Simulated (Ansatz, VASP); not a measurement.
Two plane-wave programs on Al

```xyz
1
Lattice="0.0000 1.6319 1.6319 1.6319 0.0000 1.6319 1.6319 1.6319 0.0000" Properties=species:S:1:pos:R:3 pbc="T T T"
Al    0.0000    0.0000    0.0000
```

Change from the starting cell: volume scaled by 0.55, PAW files.

Alike in both runs: task single point; functional LDA; k mesh 18 × 18 × 18; occupations fermi-dirac, width 0.05 eV; no spin polarisation.

|  | VASP | Ansatz |
| --- | --- | --- |
| version | VASP 6.6.1 | Ansatz 0.2.0 |
| potentials or method | VASP PAW LDA potentials, release 64 (Al) | PAW with Ansatz's default frozen-core files, scalar-relativistic |
| plane-wave cutoff (eV) | 520 | 420 |
| valence electrons in the cell | 3 | 3 |

Ansatz gave:

```
pressure (GPa) : 178.8
```

**Question.** Which values does VASP return?

**Answer.** Pressure (GPa): 181.0.

LDA's correlation is that of Perdew and Zunger in VASP and of Perdew and Wang (1992) in Ansatz. Both programs put the cell under a high pressure, so it lies far from rest at this level.

Noted on VASP's run: the cell as given lies far from equilibrium.
